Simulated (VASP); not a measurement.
Input of a VASP 6.6.1 run:

INCAR

```
SYSTEM = Bi
PREC = Accurate ; ENCUT = 520
EDIFF = 1E-6 ; ISMEAR = 0
SIGMA = 0.05 ; LREAL = .FALSE.
LASPH = .TRUE. ; NELM = 80
ALGO = Normal ; ISIF = 2
LWAVE = .FALSE. ; LCHARG = .FALSE.
GGA = PE ; NBANDS = 14
```

Contents of KPOINTS:

```
regular mesh
0
G
  14 14 14
  0 0 0
```

Contents of POSCAR:

```
Bi
1.0
    0.0000000000      2.5810123376      2.5810123376
    2.5810123376      0.0000000000      2.5810123376
    2.5810123376      2.5810123376      0.0000000000
Bi
1
Direct
    0.0000000000      0.0000000000      0.0000000000
```

Potentials or basis: VASP PAW PBE potentials, release 64 (Bi_d).

The run is started by

```sh
$ cat potpaw_PBE.64/Bi_d/POTCAR > POTCAR
$ mpirun -np 1 vasp_std > vasp.out
```

Q: Predict the pressure.

A: -3.3 GPa.
